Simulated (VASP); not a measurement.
# Sb in VASP: further runs

Runs on Sb. Level: PBE+D3(BJ). Tasks: single point.

Program: VASP 6.6.1. These are calculated values, not measurements. Logs are shortened: lines on timing, memory, paths and dates and some standing lists are left out, and cuts for length are marked.

## (1) The cell of the first run

The cell holds a slab with vacuum, 4 atoms: a = 4.069 Å, b = 4.069 Å, c = 20.800 Å, α = 90.00°, β = 90.00°, γ = 120.00°.

## (2) Single point, PBE+D3(BJ)

INCAR reads:

```
SYSTEM = Sb
ALGO     = Normal         ! electronic algorithm
DIPOL    = 0.5 0.5 0.387
EDIFF    = 1E-6           ! SCF threshold, eV
ENCUT    = 520            ! plane-wave cutoff, eV
GGA      = PE             ! functional
IDIPOL   = 3            
ISIF     = 2              ! what is computed and relaxed
ISMEAR   = 0              ! smearing method
IVDW     = 12             ! dispersion correction
LASPH    = .True.         ! aspherical terms in the spheres
LCHARG   = .False.        ! write CHGCAR
LDIPOL   = .True.       
LREAL    = .False.        ! projectors in reciprocal space
LWAVE    = .False.        ! write WAVECAR
NBANDS   = 18             ! bands
NELM     = 100            ! most SCF steps
PREC     = Accurate       ! precision mode
SIGMA    = 0.05           ! smearing width, eV
```

KPOINTS reads:

```
k-points
0
Gamma
  9 9 1
  0 0 0
```

POSCAR reads:

```
Sb
1.0
    4.0686848921      0.0000000000      0.0000000000
   -2.0343424461      3.5235844766      0.0000000000
    0.0000000000      0.0000000000     20.8000277116
Sb
4
Direct
    0.3333333333      0.6666666667      0.2957330361
    0.6666666667      0.3333333333      0.2163458656
    0.6666666667      0.5555555556      0.5569852169
    0.3333333333      0.8888888889      0.4776047226
```

Potentials or basis: VASP PAW PBE potentials, release 64 (Sb).

The run is started by

```
> cat potpaw_PBE.64/Sb/POTCAR > POTCAR
> mpirun -np 1 vasp_std > vasp.out
```

OUTCAR:

```text
SYSTEM = Sb
   EDIFF = 1E-6
   ENCUT = 520
   GGA = PE
   ISIF = 2
   ISMEAR = 0
   IVDW = 12
   LASPH = .True.
   LREAL = .False.
   NELM = 100
   PREC = Accurate
 IVDW          = 12

 ion  position               nearest neighbor table
   1  0.333  0.667  0.296-   2 2.87   2 2.87   2 2.87
   2  0.667  0.333  0.216-   1 2.87   1 2.87   1 2.87
   3  0.667  0.556  0.557-   4 2.87   4 2.87   4 2.87
   4  0.333  0.889  0.478-   3 2.87   3 2.87   3 2.87

  LATTYP: Found a hexagonal cell.
 ALAT       =     4.0686848921
 C/A-ratio  =     5.1122237930

  Lattice vectors:

 A1 = (   4.0686848921,   0.0000000000,   0.0000000000)
 A2 = (  -2.0343424461,   3.5235844766,   0.0000000000)
 A3 = (   0.0000000000,   0.0000000000,  20.8000277116)

Analysis of symmetry for initial positions (statically):
=====================================================================
 Subroutine PRICEL returns:
 Original cell was already a primitive cell.

 Routine SETGRP: Setting up the symmetry group for a
 hexagonal supercell.

 Subroutine GETGRP returns: Found  2 space group operations
 (whereof  1 operations were pure point group operations)
 out of a pool of 24 trial point group operations.

The static configuration has the point symmetry C_1 .
 The point group associated with its full space group is C_2 .

Analysis of symmetry for dynamics (positions and initial velocities):
=====================================================================
 Subroutine PRICEL returns:
 Original cell was already a primitive cell.

 Routine SETGRP: Setting up the symmetry group for a
 hexagonal supercell.

 Subroutine GETGRP returns: Found  2 space group operations
 (whereof  1 operations were pure point group operations)
 out of a pool of 24 trial point group operations.

The dynamic configuration has the point symmetry C_1 .
 The point group associated with its full space group is C_2 .

 Subroutine INISYM returns: Found  2 space group operations
 (whereof  1 operations are pure point group operations),
 and found     1 'primitive' translations

----------------------------------------------------------------------------------------

                                     Primitive cell

  volume of cell :     298.1966

  direct lattice vectors                    reciprocal lattice vectors
     4.068684892  0.000000000  0.000000000     0.245779663  0.141900954  0.000000000
    -2.034342446  3.523584477  0.000000000     0.000000000  0.283801909  0.000000000
     0.000000000  0.000000000 20.800027712     0.000000000  0.000000000  0.048076859

  length of vectors
     4.068684892  4.068684892 20.800027712     0.283801909  0.283801909  0.048076859

  position of ions in fractional coordinates (direct lattice)
     0.333333333  0.666666667  0.295733036
     0.666666667  0.333333333  0.216345866
     0.666666667  0.555555556  0.556985217
     0.333333333  0.888888889  0.477604723

  ion indices of the primitive-cell ions
   primitive index   ion index
                 1           1
                 2           2
                 3           3
                 4           4

----------------------------------------------------------------------------------------

 KPOINTS: k-points

Automatic generation of k-mesh.
 Grid dimensions read from file:
 generate k-points for:    9    9    1

 Generating k-lattice:

  Cartesian coordinates                     Fractional coordinates (reciprocal lattice)
     0.027308851  0.015766773  0.000000000     0.111111111 -0.000000000  0.000000000
     0.000000000  0.031533545  0.000000000     0.000000000  0.111111111  0.000000000
     0.000000000  0.000000000  0.048076859     0.000000000  0.000000000  1.000000000

  Length of vectors
     0.031533545  0.031533545  0.048076859

  Shift w.r.t. Gamma in fractional coordinates (k-lattice)
     0.000000000  0.000000000  0.000000000

 Subroutine IBZKPT returns following result:
 ===========================================

 Found     25 irreducible k-points:

 Following reciprocal coordinates:
            Coordinates               Weight
  0.000000  0.000000  0.000000      1.000000
  0.111111 -0.000000  0.000000      2.000000
  0.000000  0.111111  0.000000      4.000000
  0.222222 -0.000000  0.000000      2.000000
  0.000000  0.222222  0.000000      4.000000
  0.333333 -0.000000  0.000000      2.000000
[... 16 lines left out ...]
 -0.222222 -0.444444  0.000000      4.000000
  0.444444  0.333333  0.000000      4.000000
   k-points           NKPTS =     25   k-points in BZ     NKDIM =     25   number of bands    NBANDS=     18
   number of dos      NEDOS =    301   number of ions     NIONS =      4
   total plane-waves  NPLWV = 144000
   dimension x,y,z NGX =    30 NGY =   30 NGZ =  160
   dimension x,y,z NGXF=    60 NGYF=   60 NGZF=  320
   ions per type =               4
   NGX,Y,Z   is equivalent  to a cutoff of  12.26, 12.26, 12.79 a.u.
   NGXF,Y,Z  is equivalent  to a cutoff of  24.52, 24.52, 25.58 a.u.
 SYSTEM =  Sb
   PREC   = accura    normal or accurate (medium, high low for compatibility)
   ISTART =      0    job   : 0-new  1-cont  2-samecut
   ICHARG =      2    charge: 1-file 2-atom 10-const
   ISPIN  =      1    spin polarized calculation?
   LNONCOLLINEAR =      F non collinear calculations
   LSORBIT =      F    spin-orbit coupling
   LASPH  =      T    aspherical Exc in radial PAW
   ENCUT  =  520.0 eV  38.22 Ry    6.18 a.u.   7.57  7.57 38.67*2*pi/ulx,y,z
   NELM   =    100;   NELMIN=  2; NELMDL= -5     # of ELM steps
   EDIFF  = 0.1E-05   stopping-criterion for ELM
   LREAL  =      F    real-space projection
   EDIFFG = 0.1E-04   stopping-criterion for IOM
   NSW    =      0    number of steps for IOM
   IBRION =     -1    ionic relax: 0-MD 1-quasi-New 2-CG
   NFREE  =      0    steps in history (QN), initial steepest desc. (CG)
   ISIF   =      2    stress and relaxation
   ISYM   =      2    0-nonsym 1-usesym 2-fastsym
   POTIM  = 0.5000    time-step for ionic-motion
   TEBEG  =    0.0;   TEEND  =   0.0 temperature during run
   PSTRESS=    0.0 pullay stress
   NELECT =      20.0000    total number of electrons
   NUPDOWN=      -1.0000    fix difference up-down
   EMIN   =  10.00;   EMAX   =-10.00  energy-range for DOS
   EFERMI =   0.00;   METHOD = LEGACY
   ISMEAR =     0;   SIGMA  =   0.05  broadening in eV -4-tet -1-fermi 0-gaus
   EFERMI_NEDOS =   21; number of points for ismear=-14 and -15
   IALGO  =     38    algorithm
   IMIX   =      4    mixing-type and parameters
     AMIX     =   0.40;   BMIX     =  1.00
     AMIX_MAG =   1.60;   BMIX_MAG =  1.00
  volume/ion in A,a.u.               =      74.55       503.08
  Fermi-wavevector in a.u.,A,eV,Ry     =   0.665146  1.256945  6.019487  0.442420
  Thomas-Fermi vector in A             =   1.739052
   LORBIT       =      0    0 simple, 1 ext, 2 COOP (PROOUT), +10 PAW based schemes
   GGA     = PE    functional components
   LHFCALC =     F    Hartree Fock is set to
   AEXX    =    0.0000 exact exchange contribution
   IVDW    =    12    specifies the selected vdW correction
   LEPSILON=     F    determine dielectric tensor
   LRPA    =     F    only Hartree local field effects (RPA)
 non-spin polarized calculation
 Gauss-broadening in eV      SIGMA  =   0.05
  energy-cutoff  :      520.00
  volume of cell :      298.20
 maximum number of plane-waves:      8073
   NGX = 15   NGY = 15   NGZ = 77

 dipolmoment           0.000000      0.000000      0.000043 electrons x Angstroem

 number of electron      20.0000000 magnetization

 dipolmoment           0.000000      0.000000     -0.000803 electrons x Angstroem

 Free energy of the ion-electron system (eV)
  ---------------------------------------------------
  ext. energy  EPLUGINS =         0.00000000
  ---------------------------------------------------
  free energy    TOTEN  =       -16.16893742 eV

  energy without entropy =      -16.16893742  energy(sigma->0) =      -16.16893742

 E-fermi :   0.1601     XC(G=0):  -4.7462

 val. band max:       -0.0961525745   @ k =   0.0000   0.0000   0.0000
 cond. band min:       0.7586960103   @ k =   0.3333  -0.0000   0.0000
 fundamental gap:      0.8548485849
 Fermi energy:         0.1601482667

 k-point     1 :       0.0000    0.0000    0.0000
  band No.  band energies     occupation
      1     -11.6588      2.00000
      2     -11.5841      2.00000
      3      -6.8296      2.00000
      4      -6.3464      2.00000
      5      -1.5023      2.00000
      6      -0.2451      2.00000
[... 10 lines left out ...]
     17       4.0835      0.00000
     18       4.4190      0.00000

 k-point     2 :       0.1111   -0.0000    0.0000
  band No.  band energies     occupation
      1     -11.5238      2.00000
      2     -11.4486      2.00000
      3      -6.8039      2.00000
      4      -6.3452      2.00000
      5      -1.5475      2.00000
      6      -1.2124      2.00000
[... 10 lines left out ...]
     17       4.2571      0.00000
     18       4.5735      0.00000

 k-point     3 :       0.0000    0.1111    0.0000
  band No.  band energies     occupation
      1     -11.5236      2.00000
      2     -11.4487      2.00000
      3      -6.8022      2.00000
      4      -6.3469      2.00000
      5      -1.5518      2.00000
      6      -1.2441      2.00000
[... 10 lines left out ...]
     17       4.2565      0.00000
     18       4.5748      0.00000

 k-point     4 :       0.2222   -0.0000    0.0000
  band No.  band energies     occupation
      1     -11.1270      2.00000
      2     -11.0499      2.00000
      3      -6.8318      2.00000
      4      -6.4634      2.00000
      5      -2.7935      2.00000
      6      -2.5188      2.00000
[... 375 lines left out ...]
      4      -8.0209      2.00000
      5      -3.5744      2.00000
      6      -3.4669      2.00000
[... 10 lines left out ...]
     17       5.6463      0.00000
     18       6.0048      0.00000

 k-point    23 :      -0.2222   -0.4444    0.0000
  band No.  band energies     occupation
      1      -9.4357      2.00000
      2      -9.3552      2.00000
      3      -8.1342      2.00000
      4      -8.0228      2.00000
      5      -3.5797      2.00000
      6      -3.4684      2.00000
[... 10 lines left out ...]
     17       5.6646      0.00000
     18       6.1208      0.00000

 k-point    24 :       0.4444    0.3333    0.0000
  band No.  band energies     occupation
      1      -9.4374      2.00000
      2      -9.3539      2.00000
      3      -8.1335      2.00000
      4      -8.0234      2.00000
      5      -3.5781      2.00000
      6      -3.4697      2.00000
[... 10 lines left out ...]
     17       5.6607      0.00000
     18       6.0603      0.00000

 [... further k-points ...]

------------------------ aborting loop because EDIFF is reached ----------------------------------------

 vacuum level on the upper side and lower side of the slab       (xc-potential included)        -0.133        -0.119

 Edisp (eV)   -1.17083

 E8    (eV) :    -0.5609

  FORCE on cell =-STRESS in cart. coord.  units (eV):
  Direction    XX          YY          ZZ          XY          YZ          ZX
  --------------------------------------------------------------------------------------
  -------------------------------------------------------------------------------------
  Total       0.08909     0.14917     0.23870    -0.05204     0.31035    -0.17918
  in kB       0.47866     0.80149     1.28253    -0.27958     1.66748    -0.96271
  external pressure =        0.85 kB  Pullay stress =        0.00 kB

 VOLUME and BASIS-vectors are now :
 -----------------------------------------------------------------------------
  energy-cutoff  :      520.00
  volume of cell :      298.20
      direct lattice vectors                 reciprocal lattice vectors
     4.068684892  0.000000000  0.000000000     0.245779663  0.141900954  0.000000000
    -2.034342446  3.523584477  0.000000000     0.000000000  0.283801909  0.000000000
     0.000000000  0.000000000 20.800027712     0.000000000  0.000000000  0.048076859

 POSITION                                       TOTAL-FORCE (eV/Angst)
 -----------------------------------------------------------------------------------
     -0.00000      2.34906      6.15126         0.022465     -0.042960      0.086347
      2.03434      1.17453      4.50000         0.014011     -0.020218     -0.083218
      1.58227      1.95755     11.58531        -0.010504      0.022243      0.083218
     -0.45208      3.13208      9.93419        -0.025972      0.040935     -0.086347
 -----------------------------------------------------------------------------------
    total drift:                               -0.000038      0.000114     -0.045074

  FREE ENERGIE OF THE ION-ELECTRON SYSTEM (eV)
  ---------------------------------------------------
  free  energy   TOTEN  =       -17.3397693512 eV

  energy  without entropy=      -17.3397693512  energy(sigma->0) =      -17.33976935

 vacuum level on the upper side and lower side of the slab         4.518         4.534
```

Run time: 3 min. Hardware: 1 thread of Intel Xeon 6975P-C (Granite Rapids), shared host; peak memory 0.43 GiB.

Results:

```
Free energy                : -17.3398 eV
Largest force              : 0.099 eV/Å
Band gap on the k mesh     : 0.85 eV, indirect (least direct gap 1.31 eV)
Dispersion energy per atom : -0.293 eV
```

Forces in eV/Å, atoms in the order of the input:
```
Sb   0.022 -0.043  0.086
Sb   0.014 -0.020 -0.083
Sb  -0.011  0.022  0.083
Sb  -0.026  0.041 -0.086
```

Levels at points of the mesh, in eV from the valence-band top:
| k point | band 8 | band 9 | band 10 | band 11 | band 12 | band 13 |
| --- | --- | --- | --- | --- | --- | --- |
| (0.00, 0.00, 0.00) | -0.02 | -0.02 | 0.00 | 1.48 | 2.00 | 2.70 |

Caveat: spin-orbit coupling is left out, which moves the levels of the heavy elements.

## (3) Single point, PBE+D3(BJ)

INCAR reads:

```
SYSTEM = Sb
ALGO = Normal ; DIPOL = 0.5 0.5 0.368
EDIFF = 1E-6 ; ENCUT = 520
GGA = PE ; IDIPOL = 3
ISIF = 2 ; ISMEAR = 0
IVDW = 12 ; LASPH = .True.
LCHARG = .False. ; LDIPOL = .True.
LREAL = .False. ; LWAVE = .False.
NBANDS = 18 ; NELM = 60
PREC = Accurate ; SIGMA = 0.05
```

KPOINTS is that of step 2.

POSCAR reads:

```
Sb
1.0
    4.0686848921      0.0000000000      0.0000000000
   -2.0343424461      3.5235844766      0.0000000000
    0.0000000000      0.0000000000     20.8000277116
Sb
4
Direct
    0.3333333333      0.6666666667      0.2956998857
    0.6666666667      0.3333333333      0.2163458656
    0.6666666667      0.7777777778      0.5199077799
    0.3333333333      1.1111111111      0.4405544136
```

Potentials or basis: VASP PAW PBE potentials, release 64 (Sb).

The run is started by

```
> cat potpaw_PBE.64/Sb/POTCAR > POTCAR
> mpirun -np 1 vasp_std > vasp.out
```

Wall time 3.3 min (1 thread of Intel Xeon 6975P-C (Granite Rapids), shared host); peak memory 0.41 GiB.

The run converged. Its results:

```
Free energy                : -17.4634 eV
Largest force              : 0.125 eV/Å
Band gap on the k mesh     : 0.30 eV, indirect (least direct gap 0.94 eV)
Dispersion energy per atom : -0.323 eV
```

Forces in eV/Å, atoms in the order of the input:
```
Sb   0.027 -0.085  0.087
Sb   0.036 -0.025 -0.079
Sb  -0.003  0.044  0.079
Sb  -0.060  0.066 -0.087
```

Levels at points of the mesh, in eV from the valence-band top:
```
           k point  band 7  band 8  band 9  band 10  band 11  band 12  band 13  band 14
(0.00, 0.00, 0.00)   -0.57   -0.45   -0.39    -0.20     1.03     1.98     2.01     2.18
```

Caveat: spin-orbit coupling is left out, which moves the levels of the heavy elements.

(Part 1 of 2 ends here.)
